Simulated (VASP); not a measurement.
# Ga3SbN2 (P6/mmm) in VASP: a series of runs, part 2 of 2

VASP 6.6.1. The steps go on from the part before.

## Step 3: Relaxation of cell and atoms, PBE

This run uses another cell than the first one, of 27.76 Å³/atom.

INCAR reads:

```
  PREC = Accurate
  ENCUT = 600
  EDIFF = 1E-6
  ISMEAR = 0
  SIGMA = 0.1
  LREAL = F
  LASPH = T
  NELM = 60
  ALGO = Normal
  ISIF = 3
  LWAVE = F
  LCHARG = F
  GGA = PE
  IBRION = 2
  NSW = 90
  EDIFFG = -0.04
```

KPOINTS reads:

```
regular mesh
0
Gamma
  6 6 4
```

POSCAR reads:

```
Ga3SbN2
1.0
    5.7568147470      0.0000000000      0.0000000000
   -2.8784073735      4.9855478158      0.0000000000
    0.0000000000      0.0000000000      5.8031290330
Ga Sb N
3 1 2
Direct
    0.5000000000      0.0000000000      0.5000000000
    0.0000000000      0.5000000000      0.5000000000
    0.5000000000      0.5000000000      0.5000000000
    0.0000000000      0.0000000000      0.0000000000
    0.0000000000      0.0000000000      0.3992298439
    0.0000000000      0.0000000000      0.6007701561
```

Potentials or basis: VASP PAW PBE potentials, release 64 (Ga_d, Sb, N).

Started as:

```bash
> cat potpaw_PBE.64/Ga_d/POTCAR potpaw_PBE.64/Sb/POTCAR potpaw_PBE.64/N/POTCAR > POTCAR
> mpirun -np 1 vasp_std > vasp.out
```

OUTCAR:

```text
PREC = Accurate
   ENCUT = 600
   EDIFF = 1E-6
   ISMEAR = 0
   LREAL = F
   LASPH = T
   NELM = 60
   ISIF = 3
   GGA = PE
   IBRION = 2
   NSW = 90
   EDIFFG = -0.04

 ion  position               nearest neighbor table
   1  0.500  0.000  0.500-   2 2.88   3 2.88   3 2.88   2 2.88
   2  0.000  0.500  0.500-   3 2.88   3 2.88   1 2.88   1 2.88
   3  0.500  0.500  0.500-   2 2.88   2 2.88   1 2.88   1 2.88
   4  0.000  0.000  0.000-   5 2.32   6 2.32
   5  0.000  0.000  0.399-   6 1.17   4 2.32
   6  0.000  0.000  0.601-   5 1.17   4 2.32

  LATTYP: Found a hexagonal cell.
 ALAT       =     5.7568147470
 C/A-ratio  =     1.0080451236

[... 191 lines left out ...]
  Direction    XX          YY          ZZ          XY          YZ          ZX
  --------------------------------------------------------------------------------------
  -------------------------------------------------------------------------------------
  Total        0.6853921      0.6853921     -1.5075264      0.0000000      0.0000000      0.0000000
  in kB        6.5931402      6.5931402    -14.5016743      0.0000000      0.0000000      0.0000000
  external PRESSURE =      -0.4384646 kB  Pullay stress =       0.0000000 kB
[... 267 lines left out ...]
--------------------------------------- Ionic step        8  -------------------------------------------

 number of electron      53.9999994 magnetization

 Free energy of the ion-electron system (eV)
  ---------------------------------------------------
  ext. energy  EPLUGINS =         0.00000000
  ---------------------------------------------------
  free energy    TOTEN  =       -25.07509336 eV

  energy without entropy =      -25.05815815  energy(sigma->0) =      -25.06662575

 E-fermi :   2.3747     XC(G=0):  -8.2199

 val. band max:        2.3267223370   @ k =   0.3333  -0.0000   0.0000
 cond. band min:       2.3789819885   @ k =   0.5000  -0.0000   0.0000
 fundamental gap:      0.0522596515
 Fermi energy:         2.3747156826

 k-point     1 :       0.0000    0.0000    0.0000
  band No.  band energies     occupation
      1     -20.4380      2.00000
      2     -12.8880      2.00000
      3     -12.8803      2.00000
      4     -12.8803      2.00000
      5     -12.8087      2.00000
      6     -12.7957      2.00000
[... 757 lines left out ...]
  FREE ENERGIE OF THE ION-ELECTRON SYSTEM (eV)
  ---------------------------------------------------
  free  energy   TOTEN  =       -25.0750933594 eV

  energy  without entropy=      -25.0581581481  energy(sigma->0) =      -25.06662575

 reached required accuracy - stopping structural energy minimisation
```

OSZICAR:

```text
N       E                     dE             d eps       ncg     rms          rms(c)
DAV:   1     0.478267550832E+03    0.47827E+03   -0.27245E+04  1400   0.239E+03
DAV:   2     0.559189323322E+02   -0.42235E+03   -0.41361E+03  1472   0.577E+02
DAV:   3    -0.216688425000E+02   -0.77588E+02   -0.76667E+02  1712   0.174E+02
DAV:   4    -0.268834311320E+02   -0.52146E+01   -0.51999E+01  1824   0.458E+01
[... 75 lines left out ...]
DAV:   2    -0.250753817993E+02    0.43913E-03   -0.55150E-03  1504   0.612E-01    0.108E-01
DAV:   3    -0.250751275300E+02    0.25427E-03   -0.77913E-04  1584   0.217E-01    0.451E-02
DAV:   4    -0.250751001115E+02    0.27419E-04   -0.17787E-04  1528   0.627E-02    0.271E-02
DAV:   5    -0.250750939177E+02    0.61938E-05   -0.21422E-05  1592   0.306E-02    0.143E-02
DAV:   6    -0.250750933594E+02    0.55823E-06   -0.28978E-06  1152   0.159E-02
   8 F= -.25075093E+02 E0= -.25066626E+02  d E =-.836432E-04
```

CONTCAR:

```text
Ga3SbN2
   1.00000000000000
     5.7831408060061156    0.0000000000000000   -0.0000000000000000
    -2.8915704030030578    5.0083468516810594    0.0000000000000000
    -0.0000000000000000    0.0000000000000000    5.6693018895979055
  Ga              Sb              N
     3     1     2
Direct
     0.5000000000000000    0.0000000000000000    0.5000000000000000
     0.0000000000000000    0.5000000000000000    0.5000000000000000
     0.5000000000000000    0.5000000000000000    0.5000000000000000
     0.0000000000000000    0.0000000000000000    0.0000000000000000
     0.0000000000000000    0.0000000000000000    0.3954032607474360
     0.0000000000000000    1.0000000000000000    0.6045967392525641

  0.00000000E+00  0.00000000E+00  0.00000000E+00
  0.00000000E+00  0.00000000E+00  0.00000000E+00
  0.00000000E+00  0.00000000E+00  0.00000000E+00
  0.00000000E+00  0.00000000E+00  0.00000000E+00
  0.00000000E+00  0.00000000E+00  0.00000000E+00
  0.00000000E+00  0.00000000E+00  0.00000000E+00
```

Wall time 16 min (1 thread of AMD EPYC 7R13, shared host); peak memory 0.4 GiB.

Results:

| Quantity | Value |
| --- | --- |
| Free energy | -25.0751 eV |
| Relaxed volume | 27.37 Å³/atom |
| Relaxed cell | a = 5.783 Å, b = 5.783 Å, c = 5.669 Å, α = 90.00°, β = 90.00°, γ = 120.00° |
| Space group after relaxing (to 0.1 Å) | P6/mmm (No. 191) |
| Energy gained by relaxing | 9.6 meV/atom |
| Ionic steps | 8 |
| Pressure after relaxing | 0.1 GPa |
| Largest force after relaxing | 0.019 eV/Å |
| Band gap on the k mesh | zero (bands 27 and 28 overlap by 1.95 eV) |

Forces on the atoms (eV/Å):
```
Ga   0.000  0.000  0.000
Ga   0.000  0.000  0.000
Ga   0.000  0.000  0.000
Sb   0.000  0.000  0.000
N    0.000  0.000 -0.019
N    0.000  0.000  0.019
```

Stress tensor (GPa, compression positive):
```
 0.14  0.00  0.00
 0.00  0.14  0.00
 0.00  0.00 -0.02
```

Step by step:
```
step  energy change (eV)  largest force (eV/Å)  pressure (GPa)  volume (Å³)
   1              0.0000                1.5496           -0.04       166.55
   2              0.2745                4.6245           -2.95       166.35
   3             -0.0230                0.3030           -0.81       166.52
   4             -0.0557                0.0477            0.30       163.59
   5             -0.0573                0.0798            0.09       164.10
   6             -0.0573                0.0844            0.04       164.15
   7             -0.0563                0.4169            0.25       164.42
   8             -0.0574                0.0194            0.09       164.21
```

Final structure:
```cif
data_structure
_symmetry_space_group_name_H-M 'P 1'
_symmetry_Int_Tables_number 1
_cell_length_a 5.7831
_cell_length_b 5.7831
_cell_length_c 5.6693
_cell_angle_alpha 90.000
_cell_angle_beta 90.000
_cell_angle_gamma 120.000
_cell_volume 164.21
loop_
_atom_site_label
_atom_site_type_symbol
_atom_site_fract_x
_atom_site_fract_y
_atom_site_fract_z
_atom_site_occupancy
Ga1 Ga 0.50000 0.00000 0.50000 1
Ga2 Ga 0.00000 0.50000 0.50000 1
Ga3 Ga 0.50000 0.50000 0.50000 1
Sb1 Sb 0.00000 0.00000 0.00000 1
N1 N 0.00000 0.00000 0.39540 1
N2 N 0.00000 0.00000 0.60460 1
```

Levels at points of the mesh, in eV from the Fermi level:
```tsv
k point	band 24	band 25	band 26	band 27	band 28	band 29	band 30	band 31
(0.00, 0.00, 0.00)	-3.27	-2.45	-0.38	-0.21	-0.21	0.33	0.33	1.68
(0.50, 0.00, 0.00)	-2.93	-0.84	-0.67	-0.51	0.00	0.10	1.34	2.25
(0.00, 0.00, 0.50)	-3.21	-2.40	-1.46	-1.46	-0.69	1.25	1.25	2.37
(0.50, 0.00, 0.50)	-2.86	-2.59	-1.72	-0.64	0.82	1.78	2.28	2.38
```

Caveat: the standard files for N, O and F lose accuracy on very short bonds; spin-orbit coupling is left out, which moves the levels of the heavy elements.
